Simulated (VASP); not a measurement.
# Nb2 in VASP: single point with PBE

Aim: the single point of Nb2 with PBE.

Everything below comes from runs of VASP 6.6.1. Logs are shortened: lines on timing, memory, paths and dates and some standing lists are left out, and cuts for length are marked.

**1. The cell of the first run**

The cell holds a cluster in a box, 2 atoms: a = 8.000 Å, b = 8.300 Å, c = 8.600 Å, α = 90.00°, β = 90.00°, γ = 90.00°.

**2. Single point, PBE**

INCAR reads:

```
PREC = Accurate ; ENCUT = 400
EDIFF = 1E-6 ; ISMEAR = 1
SIGMA = 0.02 ; LREAL = F
LASPH = T ; NELM = 120
ALGO = Normal ; ISIF = 2
LWAVE = F ; LCHARG = F
GGA = PE ; NBANDS = 20
GGA_COMPAT = F
```

KPOINTS reads:

```
Automatic mesh
0
Gamma
  1 1 1
```

POSCAR reads:

```
Nb
1.0
    8.0000000000      0.0000000000      0.0000000000
    0.0000000000      8.3000000000      0.0000000000
    0.0000000000      0.0000000000      8.6000000000
Nb
2
Direct
    0.5000000000      0.4819280000      0.3430230000
    0.5000000000      0.4819280000      0.5872090000
```

Potentials or basis: VASP PAW PBE potentials, release 64 (Nb_sv).

Run with:

```console
$ cat potpaw_PBE.64/Nb_sv/POTCAR > POTCAR
$ mpirun -np 1 vasp_gam > vasp.out
```

OUTCAR:

```text
PREC = Accurate
   ENCUT = 400
   EDIFF = 1E-6
   ISMEAR = 1
   LREAL = F
   LASPH = T
   NELM = 120
   ISIF = 2
   GGA = PE

 ion  position               nearest neighbor table
   1  0.500  0.482  0.343-   2 2.10
   2  0.500  0.482  0.587-   1 2.10

  LATTYP: Found a simple orthorhombic cell.
 ALAT       =     8.0000000000
 B/A-ratio  =     1.0375000000
 C/A-ratio  =     1.0750000000

  Lattice vectors:

 A1 = (   8.0000000000,   0.0000000000,   0.0000000000)
 A2 = (   0.0000000000,   8.3000000000,   0.0000000000)
 A3 = (   0.0000000000,   0.0000000000,   8.6000000000)

Analysis of symmetry for initial positions (statically):
=====================================================================
 Subroutine PRICEL returns:
 Original cell was already a primitive cell.

 Routine SETGRP: Setting up the symmetry group for a
 simple orthorhombic supercell.

 Subroutine GETGRP returns: Found  8 space group operations
 (whereof  2 operations were pure point group operations)
 out of a pool of  8 trial point group operations.

The static configuration has the point symmetry C_1h.
 The point group associated with its full space group is D_2h.

Analysis of symmetry for dynamics (positions and initial velocities):
=====================================================================
 Subroutine PRICEL returns:
 Original cell was already a primitive cell.

 Routine SETGRP: Setting up the symmetry group for a
 simple orthorhombic supercell.

 Subroutine GETGRP returns: Found  8 space group operations
 (whereof  2 operations were pure point group operations)
 out of a pool of  8 trial point group operations.

The dynamic configuration has the point symmetry C_1h.
 The point group associated with its full space group is D_2h.

 Subroutine INISYM returns: Found  8 space group operations
 (whereof  2 operations are pure point group operations),
 and found     1 'primitive' translations

----------------------------------------------------------------------------------------

                                     Primitive cell

  volume of cell :     571.0400

  direct lattice vectors                    reciprocal lattice vectors
     8.000000000  0.000000000  0.000000000     0.125000000  0.000000000  0.000000000
     0.000000000  8.300000000  0.000000000     0.000000000  0.120481928  0.000000000
     0.000000000  0.000000000  8.600000000     0.000000000  0.000000000  0.116279070

  length of vectors
     8.000000000  8.300000000  8.600000000     0.125000000  0.120481928  0.116279070

  position of ions in fractional coordinates (direct lattice)
     0.500000000  0.481928000  0.343023000
     0.500000000  0.481928000  0.587209000

  ion indices of the primitive-cell ions
   primitive index   ion index
                 1           1
                 2           2

----------------------------------------------------------------------------------------

 KPOINTS: Automatic mesh

Automatic generation of k-mesh.
 Grid dimensions read from file:
 generate k-points for:    1    1    1

 Generating k-lattice:

  Cartesian coordinates                     Fractional coordinates (reciprocal lattice)
     0.125000000  0.000000000  0.000000000     1.000000000  0.000000000  0.000000000
     0.000000000  0.120481928  0.000000000     0.000000000  1.000000000  0.000000000
     0.000000000  0.000000000  0.116279070     0.000000000  0.000000000  1.000000000

  Length of vectors
     0.125000000  0.120481928  0.116279070

  Shift w.r.t. Gamma in fractional coordinates (k-lattice)
     0.000000000  0.000000000  0.000000000

 Subroutine IBZKPT returns following result:
 ===========================================

 Found      1 irreducible k-points:

 Following reciprocal coordinates:
            Coordinates               Weight
  0.000000  0.000000  0.000000      1.000000
   k-points           NKPTS =      1   k-points in BZ     NKDIM =      1   number of bands    NBANDS=     20
   number of dos      NEDOS =    301   number of ions     NIONS =      2
   total plane-waves  NPLWV = 163296
   dimension x,y,z NGX =    54 NGY =   54 NGZ =   56
   dimension x,y,z NGXF=   108 NGYF=  108 NGZF=  112
   ions per type =               2
   NGX,Y,Z   is equivalent  to a cutoff of  11.22, 10.82, 10.83 a.u.
   NGXF,Y,Z  is equivalent  to a cutoff of  22.44, 21.63, 21.65 a.u.
 SYSTEM =  unknown system
   PREC   = accura    normal or accurate (medium, high low for compatibility)
   ISTART =      0    job   : 0-new  1-cont  2-samecut
   ICHARG =      2    charge: 1-file 2-atom 10-const
   ISPIN  =      1    spin polarized calculation?
   LNONCOLLINEAR =      F non collinear calculations
   LSORBIT =      F    spin-orbit coupling
   LASPH  =      T    aspherical Exc in radial PAW
   ENCUT  =  400.0 eV  29.40 Ry    5.42 a.u.  13.05 13.54 14.02*2*pi/ulx,y,z
   NELM   =    120;   NELMIN=  2; NELMDL= -5     # of ELM steps
   EDIFF  = 0.1E-05   stopping-criterion for ELM
   LREAL  =      F    real-space projection
   EDIFFG = 0.1E-04   stopping-criterion for IOM
   NSW    =      0    number of steps for IOM
   IBRION =     -1    ionic relax: 0-MD 1-quasi-New 2-CG
   NFREE  =      0    steps in history (QN), initial steepest desc. (CG)
   ISIF   =      2    stress and relaxation
   ISYM   =      2    0-nonsym 1-usesym 2-fastsym
   POTIM  = 0.5000    time-step for ionic-motion
   TEBEG  =    0.0;   TEEND  =   0.0 temperature during run
   PSTRESS=    0.0 pullay stress
   NELECT =      26.0000    total number of electrons
   NUPDOWN=      -1.0000    fix difference up-down
   EMIN   =  10.00;   EMAX   =-10.00  energy-range for DOS
   EFERMI =   0.00;   METHOD = LEGACY
   ISMEAR =     1;   SIGMA  =   0.02  broadening in eV -4-tet -1-fermi 0-gaus
   EFERMI_NEDOS =   21; number of points for ismear=-14 and -15
   IALGO  =     38    algorithm
   IMIX   =      4    mixing-type and parameters
     AMIX     =   0.40;   BMIX     =  1.00
     AMIX_MAG =   1.60;   BMIX_MAG =  1.00
  volume/ion in A,a.u.               =     285.52      1926.78
  Fermi-wavevector in a.u.,A,eV,Ry     =   0.584580  1.104696  4.649566  0.341733
  Thomas-Fermi vector in A             =   1.630331
   LORBIT       =      0    0 simple, 1 ext, 2 COOP (PROOUT), +10 PAW based schemes
   GGA     = PE    functional components
   LHFCALC =     F    Hartree Fock is set to
   AEXX    =    0.0000 exact exchange contribution
   IVDW    =     0    specifies the selected vdW correction
   LEPSILON=     F    determine dielectric tensor
   LRPA    =     F    only Hartree local field effects (RPA)
 non-spin polarized calculation
 Methfessel and Paxton  Order N= 1 SIGMA  =   0.02
  energy-cutoff  :      400.00
  volume of cell :      571.04
 maximum number of plane-waves:      5181
 NGX is ok and might be reduce to    54
   NGX = 27   NGY = 27   NGZ = 29

 number of electron      26.0000000 magnetization

 Free energy of the ion-electron system (eV)
  ---------------------------------------------------
  ext. energy  EPLUGINS =         0.00000000
  ---------------------------------------------------
  free energy    TOTEN  =       -11.22894578 eV

  energy without entropy =      -11.23010536  energy(sigma->0) =      -11.22933231

 E-fermi :  -2.9345     XC(G=0):  -2.5541

 val. band max:       -2.9513101531   @ k =   0.0000   0.0000   0.0000
 cond. band min:      -2.7817098837   @ k =   0.0000   0.0000   0.0000
 fundamental gap:      0.1696002694
 Fermi energy:        -2.9344725088

 k-point     1 :       0.0000    0.0000    0.0000
  band No.  band energies     occupation
      1     -57.7276      2.00000
      2     -56.7578      2.00000
      3     -35.1063      2.00000
      4     -33.8385      2.00000
      5     -33.8379      2.00000
      6     -33.1834      2.00000
[... 12 lines left out ...]
     19      -0.2163      0.00000
     20       0.0463      0.00000

------------------------ aborting loop because EDIFF is reached ----------------------------------------

  FORCE on cell =-STRESS in cart. coord.  units (eV):
  Direction    XX          YY          ZZ          XY          YZ          ZX
  --------------------------------------------------------------------------------------
  -------------------------------------------------------------------------------------
  Total       -0.7884883     -0.6464588     -3.6652253     -0.0000000      0.0000000      0.0000000
  in kB       -2.2122761     -1.8137811    -10.2835893     -0.0000000      0.0000000      0.0000000
  external PRESSURE =      -4.7698822 kB  Pullay stress =       0.0000000 kB

 VOLUME and BASIS-vectors are now :
 -----------------------------------------------------------------------------
  energy-cutoff  :      400.00
  volume of cell :      571.04
      direct lattice vectors                 reciprocal lattice vectors
     8.000000000  0.000000000  0.000000000     0.125000000  0.000000000  0.000000000
     0.000000000  8.300000000  0.000000000     0.000000000  0.120481928  0.000000000
     0.000000000  0.000000000  8.600000000     0.000000000  0.000000000  0.116279070

 POSITION                                       TOTAL-FORCE (eV/Angst)
 -----------------------------------------------------------------------------------
      4.00000      4.00000      2.95000         0.000000      0.000000      0.818236
      4.00000      4.00000      5.05000         0.000000      0.000000     -0.818236
 -----------------------------------------------------------------------------------
    total drift:                                0.000000      0.000028     -0.000012

  FREE ENERGIE OF THE ION-ELECTRON SYSTEM (eV)
  ---------------------------------------------------
  free  energy   TOTEN  =       -11.2289457793 eV

  energy  without entropy=      -11.2301053604  energy(sigma->0) =      -11.22933231
```

Run time: 18 s. Hardware: 1 thread of Intel Xeon 6975P-C (Granite Rapids), shared host; peak memory 0.36 GiB.

Results:

```yaml
Free_energy: -11.2289 eV
Largest_force: 0.818 eV/Å
Gap_between_the_frontier_levels: 0.17 eV
```

Forces on the atoms (eV/Å):
```
Nb   0.000  0.000  0.818
Nb   0.000  0.000 -0.818
```
